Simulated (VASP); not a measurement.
A run of VASP 6.6.1 is set up as follows.

File INCAR:

```
ALGO     = Normal         # electronic algorithm
EDIFF    = 1E-6           # SCF threshold, eV
ENCUT    = 520            # plane-wave cutoff, eV
GGA      = PE             # functional
ISIF     = 2              # what is computed and relaxed
ISMEAR   = 0              # smearing method
LASPH    = True           # aspherical terms in the spheres
LCHARG   = False          # write CHGCAR
LREAL    = False          # projectors in reciprocal space
LWAVE    = False          # write WAVECAR
NBANDS   = 22             # bands
NELM     = 100            # most SCF steps
PREC     = Accurate       # precision mode
SIGMA    = 0.1            # smearing width, eV
```

Contents of KPOINTS:

```
k-points
0
Gamma
  18 18 6
```

The input POSCAR:

```
ZrC4
1.0
    2.6509256460      0.0000000000      0.0000000000
   -1.3254628230      2.2957689530      0.0000000000
    0.0000000000      0.0000000000      8.1443182113
Zr C
1 4
Direct
    0.0000000000      0.0000000000      0.5000000000
    0.3333333333      0.6666666667      0.7579201781
    0.3333333333      0.6666666667      0.2420798219
    0.6666666667      0.3333333333      0.2420798219
    0.6666666667      0.3333333333      0.7579201781
```

Potentials or basis: VASP PAW PBE potentials, release 64 (Zr_sv, C).

Run with:

```sh
$ cat potpaw_PBE.64/Zr_sv/POTCAR potpaw_PBE.64/C/POTCAR > POTCAR
$ mpirun -np 1 vasp_std > vasp.out
```

Predict the pressure.

0.3 GPa.

Predict the largest force.

0.006 eV/Å.

What does it give for the band gap on the k mesh?

Zero (band 14 reaches 9.96 eV, above the bottom of band 15 at 8.51 eV).

Stress tensor (GPa, compression positive):
```
0.46 0.00 0.00
0.00 0.46 0.00
0.00 0.00 0.11
```

Caveat: this functional lacks dispersion, which binds the layers, so the pressure and a relaxed spacing across them are unreliable.
